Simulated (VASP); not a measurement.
Set up this calculation in VASP 6.6.1, as the native input.

| Item | Value |
| --- | --- |
| Task | single point |
| Functional | PBE |
| Potentials or basis | VASP PAW PBE potentials, release 64 (Hf_pv, B) |
| Cutoff | 520 eV |
| k mesh | 18 × 18 × 18 |
| Occupations | gaussian, width 0.15 eV |
| Spin | no spin polarisation |
| Dipole correction | no |
| Further INCAR settings | ALGO = Normal; EDIFF = 1e-06; NBANDS = 14 |

The structure of HfB lies in POSCAR:

```
HfB
1.0
    0.0000000000      2.3100000000      2.3100000000
    2.3100000000      0.0000000000      2.3100000000
    2.3100000000      2.3100000000      0.0000000000
Hf B
1 1
Direct
    0.5000000000      0.5000000000      0.5000000000
   -0.0162337662     -0.0162337662      0.0162337662
```

This cell differs from its parent crystal: all B atoms moved +0.075 Å, as atom 2 towards its neighbour atom 1 (Hf) at 2.310 Å.

These files were run (other wordings do the same):

INCAR

```
PREC = Accurate
ENCUT = 520
EDIFF = 1E-6
ISMEAR = 0
SIGMA = 0.15
LREAL = False
LASPH = True
NELM = 60
ALGO = Normal
ISIF = 2
LWAVE = False
LCHARG = True
GGA = PE
LELF = True
LVHAR = True
NBANDS = 14
```

KPOINTS

```
Automatic mesh
0
Gamma
  18 18 18
```

Potentials or basis: VASP PAW PBE potentials, release 64 (Hf_pv, B).

The run is started by

```sh
$ cat potpaw_PBE.64/Hf_pv/POTCAR potpaw_PBE.64/B/POTCAR > POTCAR
$ mpirun -np 1 vasp_std > vasp.out
```

It gave:

```yaml
Pressure: 31.1 GPa
Largest_force: 0.873 eV/Å
Band_gap_on_the_k_mesh: zero (an odd number of electrons rules out a gap without spin polarisation)
```

Caveat: the cell differs from its parent crystal (all B atoms moved +0.075 Å, as atom 2 towards its neighbour atom 1 (Hf) at 2.310 Å); the cell stands under pressure; spin-orbit coupling is left out, which moves the levels of the heavy elements.

Wall time 120 s on 1 thread of Intel Xeon 8259CL, with other jobs on the host, peak memory 0.28 GiB.
